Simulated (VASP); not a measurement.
The system is AlN.

```xyz
2
Lattice="0.0000 2.0345 2.0345 2.0345 0.0000 2.0345 2.0345 2.0345 0.0000" Properties=species:S:1:pos:R:3 pbc="T T T"
Al    2.0345    2.0345    2.0345
N     0.0000    0.0000    0.0000
```

| Property | Result |
| --- | --- |
| Program | VASP 6.6.1 |
| Task | relaxation of cell and atoms |
| Functional | BLYP |
| Potentials or basis | VASP PAW PBE potentials, release 64 (Al, N) |
| Cutoff | 600 eV |
| k mesh | 11 × 11 × 11 |
| Occupations | fermi-dirac, width 0.05 eV |
| Spin | no spin polarisation |

At the start: pressure 4.7 GPa; volume 8.42 Å³/atom.

How do energy, volume and symmetry change on relaxing?

Over 3 steps the energy falls by 2.3 meV/atom and the volume is 8.58 Å³/atom (+1.9 %); space group Fm-3m (No. 225, to 0.05 Å).

The path:
| step | energy change (eV) | largest force (eV/Å) | pressure (GPa) | volume (Å³) |
| --- | --- | --- | --- | --- |
| 1 | 0.0000 | 0.0000 | 4.67 | 16.84 |
| 2 | -0.0010 | 0.0000 | -3.88 | 17.45 |
| 3 | -0.0045 | 0.0000 | -0.02 | 17.16 |

Final structure:
```yaml
crystal:
  lattice:
    - [0.00000, 2.04724, 2.04724]
    - [2.04724, 0.00000, 2.04724]
    - [2.04724, 2.04724, 0.00000]
  atoms:
    - { symbol: Al, position: [0.50000, 0.50000, 0.50000] }
    - { symbol: N, position: [0.00000, 0.00000, 0.00000] }
```

Caveat: the PAW data sets were made with another functional, which shifts forces and pressure a little.
